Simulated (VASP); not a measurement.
# CuSi16 (a cell with a defect) in VASP: relaxation of the atoms with PBE

Aim: the relaxation of the atoms of CuSi16 (a cell with a defect) with PBE.

Everything below comes from runs of VASP 6.6.1. Logs are shortened: lines on timing, memory, paths and dates and some standing lists are left out, and cuts for length are marked.

## (1) The cell of the first run

The cell holds a defect, 17 atoms: a = 7.679 Å, b = 7.679 Å, c = 7.679 Å, α = 60.00°, β = 60.00°, γ = 60.00°.

## (2) Relaxation of the atoms, PBE

INCAR

```
  PREC = Accurate
  ENCUT = 520
  EDIFF = 1E-6
  ISMEAR = -1
  SIGMA = 0.02
  LREAL = Auto
  LASPH = T
  NELM = 60
  ALGO = Normal
  ISIF = 2
  LWAVE = F
  LCHARG = F
  GGA = PE
  IBRION = 2
  NSW = 80
  EDIFFG = -0.03
  NELECT = 74.0
```

KPOINTS

```
Automatic mesh
0
Gamma
  2 2 2
```

POSCAR

```
CuSi16
1.0
    0.0000000000      5.4300000000      5.4300000000
    5.4300000000      0.0000000000      5.4300000000
    5.4300000000      5.4300000000      0.0000000000
Si Cu
16 1
Direct
    0.0000000000      0.0000000000      0.0000000000
    0.1250000000      0.1250000000      0.1250000000
    0.0000000000      0.0000000000      0.5000000000
    0.1250000000      0.1250000000      0.6250000000
    0.0000000000      0.5000000000      0.0000000000
    0.1250000000      0.6250000000      0.1250000000
    0.0000000000      0.5000000000      0.5000000000
    0.1250000000      0.6250000000      0.6250000000
    0.5000000000      0.0000000000      0.0000000000
    0.6250000000      0.1250000000      0.1250000000
    0.5000000000      0.0000000000      0.5000000000
    0.6250000000      0.1250000000      0.6250000000
    0.5000000000      0.5000000000      0.0000000000
    0.6250000000      0.6250000000      0.1250000000
    0.5000000000      0.5000000000      0.5000000000
    0.6250000000      0.6250000000      0.6250000000
    0.3203941700      0.8090407000      0.3118464400
```

Potentials or basis: VASP PAW PBE potentials, release 64 (Si, Cu).

On the command line:

```bash
> cat potpaw_PBE.64/Si/POTCAR potpaw_PBE.64/Cu/POTCAR > POTCAR
> mpirun -np 1 vasp_std > vasp.out
```

OUTCAR:

```text
PREC = Accurate
   ENCUT = 520
   EDIFF = 1E-6
   ISMEAR = -1
   LREAL = Auto
   LASPH = T
   NELM = 60
   ISIF = 2
   GGA = PE
   IBRION = 2
   NSW = 80
   EDIFFG = -0.03
   NELECT = 74.0

 ion  position               nearest neighbor table
   1  0.000  0.000  0.000-   2 2.35   4 2.35   6 2.35  10 2.35
   2  0.125  0.125  0.125-  17 2.29   3 2.35   5 2.35   9 2.35   1 2.35
   3  0.000  0.000  0.500-  17 2.29   4 2.35   8 2.35  12 2.35   2 2.35
   4  0.125  0.125  0.625-   1 2.35   3 2.35   7 2.35  11 2.35
   5  0.000  0.500  0.000-   2 2.35   6 2.35   8 2.35  14 2.35
   6  0.125  0.625  0.125-   1 2.35   5 2.35   7 2.35  13 2.35
   7  0.000  0.500  0.500-   4 2.35   6 2.35   8 2.35  16 2.35
   8  0.125  0.625  0.625-  17 2.27   5 2.35   7 2.35  15 2.35   3 2.35
   9  0.500  0.000  0.000-  17 2.24  10 2.35  12 2.35  14 2.35   2 2.35
  10  0.625  0.125  0.125-   1 2.35   9 2.35  11 2.35  13 2.35
  11  0.500  0.000  0.500-   4 2.35  10 2.35  12 2.35  16 2.35
  12  0.625  0.125  0.625-   3 2.35   9 2.35  11 2.35  15 2.35
  13  0.500  0.500  0.000-   6 2.35  10 2.35  14 2.35  16 2.35
  14  0.625  0.625  0.125-  17 2.21   9 2.35  13 2.35  15 2.35   5 2.35
  15  0.500  0.500  0.500-  17 2.22  12 2.35  14 2.35  16 2.35   8 2.35
  16  0.625  0.625  0.625-   7 2.35  11 2.35  13 2.35  15 2.35
  17  0.320  0.809  0.312-  14 2.21  15 2.22   9 2.24   8 2.27   2 2.29   3 2.29

  LATTYP: Found a face centered cubic cell.
 ALAT       =    10.8600000000

  Lattice vectors:

 A1 = (   0.0000000000,   5.4300000000,   5.4300000000)
 A2 = (   5.4300000000,   0.0000000000,   5.4300000000)
 A3 = (   5.4300000000,   5.4300000000,   0.0000000000)

Analysis of symmetry for initial positions (statically):
=====================================================================
 Subroutine PRICEL returns:
 Original cell was already a primitive cell.

 Routine SETGRP: Setting up the symmetry group for a
 face centered cubic supercell.

 Subroutine GETGRP returns: Found  1 space group operations
 (whereof  1 operations were pure point group operations)
 out of a pool of 48 trial point group operations.

The static configuration has the point symmetry C_1 .

Analysis of symmetry for dynamics (positions and initial velocities):
=====================================================================
 Subroutine PRICEL returns:
 Original cell was already a primitive cell.

 Routine SETGRP: Setting up the symmetry group for a
 face centered cubic supercell.

 Subroutine GETGRP returns: Found  1 space group operations
 (whereof  1 operations were pure point group operations)
 out of a pool of 48 trial point group operations.

The dynamic configuration has the point symmetry C_1 .

 Subroutine INISYM returns: Found  1 space group operations
 (whereof  1 operations are pure point group operations),
 and found     1 'primitive' translations

----------------------------------------------------------------------------------------

                                     Primitive cell

  volume of cell :     320.2060

  direct lattice vectors                    reciprocal lattice vectors
     0.000000000  5.430000000  5.430000000    -0.092081031  0.092081031  0.092081031
     5.430000000  0.000000000  5.430000000     0.092081031 -0.092081031  0.092081031
     5.430000000  5.430000000  0.000000000     0.092081031  0.092081031 -0.092081031

  length of vectors
     7.679179644  7.679179644  7.679179644     0.159489025  0.159489025  0.159489025

  position of ions in fractional coordinates (direct lattice)
     0.000000000  0.000000000  0.000000000
     0.125000000  0.125000000  0.125000000
     0.000000000  0.000000000  0.500000000
     0.125000000  0.125000000  0.625000000
     0.000000000  0.500000000  0.000000000
     0.125000000  0.625000000  0.125000000
[... 9 lines left out ...]
     0.625000000  0.625000000  0.625000000
     0.320394170  0.809040700  0.311846440

  ion indices of the primitive-cell ions
   primitive index   ion index
                 1           1
                 2           2
                 3           3
                 4           4
                 5           5
                 6           6
[... 9 lines left out ...]
                16          16
                17          17

----------------------------------------------------------------------------------------

 KPOINTS: Automatic mesh

Automatic generation of k-mesh.
 Grid dimensions read from file:
 generate k-points for:    2    2    2

 Generating k-lattice:

  Cartesian coordinates                     Fractional coordinates (reciprocal lattice)
    -0.046040516  0.046040516  0.046040516     0.500000000  0.000000000  0.000000000
     0.046040516 -0.046040516  0.046040516     0.000000000  0.500000000  0.000000000
     0.046040516  0.046040516 -0.046040516     0.000000000  0.000000000  0.500000000

  Length of vectors
     0.079744512  0.079744512  0.079744512

  Shift w.r.t. Gamma in fractional coordinates (k-lattice)
     0.000000000  0.000000000  0.000000000

 Subroutine IBZKPT returns following result:
 ===========================================

 Found      8 irreducible k-points:

 Following reciprocal coordinates:
            Coordinates               Weight
  0.000000  0.000000  0.000000      1.000000
  0.500000  0.000000  0.000000      1.000000
  0.000000  0.500000  0.000000      1.000000
  0.000000  0.000000  0.500000      1.000000
  0.500000  0.500000  0.500000      1.000000
  0.500000  0.500000  0.000000      1.000000
  0.000000  0.500000  0.500000      1.000000
  0.500000  0.000000  0.500000      1.000000
   k-points           NKPTS =      8   k-points in BZ     NKDIM =      8   number of bands    NBANDS=     46
   number of dos      NEDOS =    301   number of ions     NIONS =     17
   total plane-waves  NPLWV = 216000
   dimension x,y,z NGX =    60 NGY =   60 NGZ =   60
   dimension x,y,z NGXF=   120 NGYF=  120 NGZF=  120
   ions per type =              16   1
   NGX,Y,Z   is equivalent  to a cutoff of  12.99, 12.99, 12.99 a.u.
   NGXF,Y,Z  is equivalent  to a cutoff of  25.98, 25.98, 25.98 a.u.
 SYSTEM =  unknown system
   PREC   = accura    normal or accurate (medium, high low for compatibility)
   ISTART =      0    job   : 0-new  1-cont  2-samecut
   ICHARG =      2    charge: 1-file 2-atom 10-const
   ISPIN  =      1    spin polarized calculation?
   LNONCOLLINEAR =      F non collinear calculations
   LSORBIT =      F    spin-orbit coupling
   LASPH  =      T    aspherical Exc in radial PAW
   ENCUT  =  520.0 eV  38.22 Ry    6.18 a.u.  14.28 14.28 14.28*2*pi/ulx,y,z
   NELM   =     60;   NELMIN=  2; NELMDL= -5     # of ELM steps
   EDIFF  = 0.1E-05   stopping-criterion for ELM
   LREAL  =      T    real-space projection
   EDIFFG = -.3E-01   stopping-criterion for IOM
   NSW    =     80    number of steps for IOM
   IBRION =      2    ionic relax: 0-MD 1-quasi-New 2-CG
   NFREE  =      1    steps in history (QN), initial steepest desc. (CG)
   ISIF   =      2    stress and relaxation
   ISYM   =      2    0-nonsym 1-usesym 2-fastsym
   POTIM  = 0.5000    time-step for ionic-motion
   TEBEG  =    0.0;   TEEND  =   0.0 temperature during run
   PSTRESS=    0.0 pullay stress
   NELECT =      74.0000    total number of electrons
   NUPDOWN=      -1.0000    fix difference up-down
   EMIN   =  10.00;   EMAX   =-10.00  energy-range for DOS
   EFERMI =   0.00;   METHOD = LEGACY
   ISMEAR =    -1;   SIGMA  =   0.02  broadening in eV -4-tet -1-fermi 0-gaus
   EFERMI_NEDOS =   21; number of points for ismear=-14 and -15
   IALGO  =     38    algorithm
   IMIX   =      4    mixing-type and parameters
     AMIX     =   0.40;   BMIX     =  1.00
     AMIX_MAG =   1.60;   BMIX_MAG =  1.00
  volume/ion in A,a.u.               =      18.84       127.11
  Fermi-wavevector in a.u.,A,eV,Ry     =   1.004636  1.898488 13.732283  1.009294
  Thomas-Fermi vector in A             =   2.137265
   LORBIT       =      0    0 simple, 1 ext, 2 COOP (PROOUT), +10 PAW based schemes
   GGA     = PE    functional components
   LHFCALC =     F    Hartree Fock is set to
   AEXX    =    0.0000 exact exchange contribution
   IVDW    =     0    specifies the selected vdW correction
   LEPSILON=     F    determine dielectric tensor
   LRPA    =     F    only Hartree local field effects (RPA)
 conjugate gradient relaxation of ions
 non-spin polarized calculation
  energy-cutoff  :      520.00
  volume of cell :      320.21
 maximum number of plane-waves:      8646
 NGX is ok and might be reduce to    60
   NGX = 29   NGY = 29   NGZ = 29

--------------------------------------- Ionic step        1  -------------------------------------------

 number of electron      74.0000005 magnetization

 Free energy of the ion-electron system (eV)
  ---------------------------------------------------
  ext. energy  EPLUGINS =         0.00000000
  ---------------------------------------------------
  free energy    TOTEN  =       -93.54708840 eV

  energy without entropy =      -93.53879119  energy(sigma->0) =      -93.54293980

------------------------ aborting loop because EDIFF is reached ----------------------------------------

  FORCE on cell =-STRESS in cart. coord.  units (eV):
  Direction    XX          YY          ZZ          XY          YZ          ZX
  --------------------------------------------------------------------------------------
  -------------------------------------------------------------------------------------
  Total        2.4090894      2.3607711      2.3205928     -2.2207350     -2.2339243     -2.2064307
  in kB       12.0540784     11.8123137     11.6112784    -11.1116317    -11.1776254    -11.0400590
  external PRESSURE =      11.8258902 kB  Pullay stress =       0.0000000 kB
[... 134 lines left out ...]
  FREE ENERGIE OF THE ION-ELECTRON SYSTEM (eV)
  ---------------------------------------------------
  free  energy   TOTEN  =       -93.9939229084 eV

  energy  without entropy=      -93.9890026489  energy(sigma->0) =      -93.99146278

[... ionic steps 4 to 14 ...]

--------------------------------------- Ionic step       15  -------------------------------------------

 number of electron      74.0000004 magnetization

------------------------ aborting loop because EDIFF is reached ----------------------------------------

  FORCE on cell =-STRESS in cart. coord.  units (eV):
  Direction    XX          YY          ZZ          XY          YZ          ZX
  --------------------------------------------------------------------------------------
  -------------------------------------------------------------------------------------
  Total       -1.0260113     -1.0413070     -1.0310367      0.4199552      0.4051491      0.3665529
  in kB       -5.1337328     -5.2102660     -5.1588777      2.1012808      2.0271971      1.8340780
  external PRESSURE =      -5.1676255 kB  Pullay stress =       0.0000000 kB
[... 87 lines left out ...]
  energy  without entropy=      -94.1567106628  energy(sigma->0) =      -94.16086688

--------------------------------------- Ionic step       17  -------------------------------------------

 number of electron      74.0000004 magnetization

 Free energy of the ion-electron system (eV)
  ---------------------------------------------------
  ext. energy  EPLUGINS =         0.00000000
  ---------------------------------------------------
  free energy    TOTEN  =       -94.16502621 eV

  energy without entropy =      -94.15671436  energy(sigma->0) =      -94.16087029

 E-fermi :   6.4224     XC(G=0):  -9.6169

 val. band max:        6.4130598206   @ k =   0.0000   0.0000   0.0000
 cond. band min:       6.4478971817   @ k =   0.0000   0.0000   0.0000
 fundamental gap:      0.0348373611
 Fermi energy:         6.4224266073

 k-point     1 :       0.0000    0.0000    0.0000
  band No.  band energies     occupation
      1      -5.9017      2.00000
      2      -3.5558      2.00000
      3      -3.5041      2.00000
      4      -3.5024      2.00000
      5      -3.4745      2.00000
      6      -1.9442      2.00000
[... 425 lines left out ...]
  FREE ENERGIE OF THE ION-ELECTRON SYSTEM (eV)
  ---------------------------------------------------
  free  energy   TOTEN  =       -94.1650262116 eV

  energy  without entropy=      -94.1567143641  energy(sigma->0) =      -94.16087029

 reached required accuracy - stopping structural energy minimisation
```

It took 22 min on 1 thread of Intel Xeon 6975P-C (Granite Rapids), shared host; peak memory 0.54 GiB.

Results:

```
Free energy                  : -94.1650 eV
Energy gained by relaxing    : 36.3 meV/atom
Ionic steps                  : 17
Largest force after relaxing : 0.029 eV/Å
```

Forces on the atoms (eV/Å):
```
Si  -0.002 -0.006 -0.003
Si   0.003  0.002  0.005
Si  -0.007 -0.008 -0.002
Si   0.002 -0.004 -0.006
Si   0.019 -0.008  0.002
Si  -0.011  0.004 -0.002
Si  -0.001 -0.006 -0.008
Si  -0.002  0.009  0.005
Si  -0.010 -0.011 -0.007
Si  -0.003 -0.002  0.002
Si   0.005  0.011  0.011
Si   0.012 -0.006 -0.004
Si  -0.002 -0.005 -0.003
Si   0.006  0.012  0.003
Si  -0.016 -0.004 -0.011
Si  -0.001 -0.001 -0.002
Cu   0.007  0.022  0.018
```

Step by step:
| step | energy change (eV) | largest force (eV/Å) | pressure (GPa) |
| --- | --- | --- | --- |
| 1 | 0.0000 | 2.0325 | 1.18 |
| 2 | -0.4466 | 0.5797 | 0.23 |
| 3 | -0.4468 | 0.5799 | 0.24 |
| 4 | -0.4912 | 0.3541 | 0.19 |
| 5 | -0.4982 | 0.3526 | 0.17 |
| 6 | -0.5203 | 0.1814 | 0.11 |
| 7 | -0.5280 | 0.2742 | 0.07 |
| 8 | -0.5470 | 0.2335 | 0.05 |
| 9 | -0.5874 | 0.1660 | -0.15 |
| 10 | -0.5879 | 0.5031 | -0.59 |
| 11 | -0.6015 | 0.2609 | -0.37 |
| 12 | -0.6159 | 0.0996 | -0.54 |
| 13 | -0.6161 | 0.0703 | -0.50 |
| 14 | -0.6173 | 0.0665 | -0.52 |
| 15 | -0.6174 | 0.0788 | -0.52 |
| 16 | -0.6179 | 0.0319 | -0.54 |
| 17 | -0.6179 | 0.0290 | -0.53 |

Final structure:
```cif
data_structure
_symmetry_space_group_name_H-M 'P 1'
_symmetry_Int_Tables_number 1
_cell_length_a 7.6792
_cell_length_b 7.6792
_cell_length_c 7.6792
_cell_angle_alpha 60.000
_cell_angle_beta 60.000
_cell_angle_gamma 60.000
_cell_volume 320.21
loop_
_atom_site_label
_atom_site_type_symbol
_atom_site_fract_x
_atom_site_fract_y
_atom_site_fract_z
_atom_site_occupancy
Si1 Si 0.99916 0.00950 0.99877 1
Si2 Si 0.11829 0.14217 0.11781 1
Si3 Si 0.98258 0.00706 0.50692 1
Si4 Si 0.11544 0.12599 0.62623 1
Si5 Si 0.01308 0.51225 0.01224 1
Si6 Si 0.13689 0.63628 0.13651 1
Si7 Si 0.99908 0.49865 0.50969 1
Si8 Si 0.11850 0.61757 0.64221 1
Si9 Si 0.50741 0.00706 0.98203 1
Si10 Si 0.62663 0.12597 0.11498 1
Si11 Si 0.48828 0.98787 0.48789 1
Si12 Si 0.61277 0.11139 0.61198 1
Si13 Si 0.51016 0.49863 0.99863 1
Si14 Si 0.64282 0.61752 0.11797 1
Si15 Si 0.50764 0.48166 0.50715 1
Si16 Si 0.62654 0.61487 0.62610 1
Cu1 Cu 0.31512 0.81461 0.31475 1
```

Caveat: the k points lie up to 0.50 Å⁻¹ apart; the cell carries a net charge on a neutralising background, which shifts energy and pressure; the cell is charged against a uniform background, so pressure and absolute levels hang on convention.
